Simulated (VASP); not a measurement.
Input of a VASP 6.6.1 run:

INCAR

```
SYSTEM = SnO2
  ALGO = Normal
  EDIFF = 1E-6
  ENCUT = 520
  GGA = PE
  ISIF = 2
  ISMEAR = 0
  LASPH = .True.
  LCHARG = .False.
  LREAL = .False.
  LWAVE = .False.
  NBANDS = 64
  NELM = 60
  PREC = Accurate
  SIGMA = 0.05
```

Contents of KPOINTS:

```
k-points
0
Gamma
  6 6 6
  0 0 0
```

Contents of POSCAR:

```
SnO2
1.0
    4.5600181831      0.0000000000      0.0000000000
    0.0000000000      5.6556083283      0.0000000000
    0.0000000000      0.0000000000      5.0503928739
Sn O
4 8
Direct
    0.5000000000      0.6651654903      0.7500000000
    0.0000000000      0.8348345097      0.2500000000
    0.5000000000      0.3348345097      0.2500000000
    0.0000000000      0.1651654903      0.7500000000
    0.7301204269      0.6070551965      0.0781681516
    0.2301204269      0.8929448035      0.9218318484
    0.7698795731      0.8929448035      0.5781681516
    0.2698795731      0.6070551965      0.4218318484
    0.7301204269      0.3929448035      0.5781681516
    0.2301204269      0.1070551965      0.4218318484
    0.7698795731      0.1070551965      0.0781681516
    0.2698795731      0.3929448035      0.9218318484
```

Potentials or basis: VASP PAW PBE potentials, release 64 (Sn_d, O).

Run with:

```sh
$ cat potpaw_PBE.64/Sn_d/POTCAR potpaw_PBE.64/O/POTCAR > POTCAR
$ mpirun -np 1 vasp_std > vasp.out
```

Problem. Estimate the largest force.

Solution. 0.617 eV/Å.

Problem. Predict the pressure.

Solution. 33.0 GPa.

Problem. Estimate the band gap on the k mesh.

Solution. 2.51 eV.

Forces on the atoms (eV/Å):
```
Sn   0.000  0.407  0.000
Sn   0.000 -0.407  0.000
Sn   0.000 -0.407  0.000
Sn   0.000  0.407  0.000
O    0.556 -0.182  0.196
O    0.556  0.182 -0.196
O   -0.556  0.182  0.196
O   -0.556 -0.182 -0.196
O    0.556  0.182  0.196
O    0.556 -0.182 -0.196
O   -0.556 -0.182  0.196
O   -0.556  0.182 -0.196
```

Caveat: the cell stands under pressure; spin-orbit coupling is left out, which moves the levels of the heavy elements. A k mesh can miss the band edges.
